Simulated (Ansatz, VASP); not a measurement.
## One calculation of CsLaO3, two programs

File INCAR:

```
PREC = Accurate ; ENCUT = 520
EDIFF = 1E-6 ; ISMEAR = 1
SIGMA = 0.05 ; LREAL = False
LASPH = True ; NELM = 60
ALGO = Normal ; ISIF = 2
LWAVE = False ; LCHARG = True
LELF = True ; LVHAR = True
NBANDS = 27
```

File KPOINTS:

```
regular mesh
0
Gamma
  5 5 5
```

Contents of POSCAR:

```
CsLaO3
1.0
    4.7653500000      0.0000000000      0.0000000000
    0.0000000000      4.7653500000      0.0000000000
    0.0000000000      0.0000000000      4.7653500000
Cs La O
1 1 3
Direct
    0.0000000000      0.0000000000      0.0000000000
    0.5000000000      0.5000000000      0.5000000000
    0.5000000000      0.5000000000     -0.0104924087
    0.5000000000      0.0000000000      0.5000000000
    0.0000000000      0.5000000000      0.5000000000
```

Input for Ansatz:

```yaml
crystal:
  lattice:
    - [4.76535, 0.0, 0.0]
    - [0.0, 4.76535, 0.0]
    - [0.0, 0.0, 4.76535]
  atoms:
    - { symbol: Cs, position: [0.0, 0.0, 0.0] }
    - { symbol: La, position: [0.5, 0.5, 0.5] }
    - { symbol: O, position: [0.5, 0.5, -0.010492408742274965] }
    - { symbol: O, position: [0.5, 0.0, 0.5] }
    - { symbol: O, position: [0.0, 0.5, 0.5] }
kpoints:
  mp_grid:
    grid: [5, 5, 5]
hamiltonian:
  xc: lda
scf:
  convergence:
    dr2_threshold: 1.0e-09
  occupations:
    method: cold
    width: 0.05
output:
  forces: true
```

Alike in both runs: task single point; functional LDA; k mesh 5 × 5 × 5; no spin polarisation.

|  | VASP | Ansatz |
| --- | --- | --- |
| version | VASP 6.6.1 | Ansatz 0.2.0 |
| potentials or method | VASP PAW LDA potentials, release 64 (Cs_sv, La, O) | plane waves, PAW |
| plane-wave cutoff (eV) | 520 | 420 |
| occupations | methfessel-paxton of order 1, width 0.05 eV | cold, width 0.05 eV |
| valence electrons in the cell | 38 | 38 |

|  | VASP | Ansatz | Ansatz less VASP |
| --- | --- | --- | --- |
| rms of the force components (eV/Å) | 0.052 | 0.053 | +0.0006 |

LDA's correlation is that of Perdew and Zunger in VASP and of Perdew and Wang (1992) in Ansatz. Atom by atom the forces differ by 0.001 eV/Å (rms over components).

Neither program's run includes spin-orbit coupling.
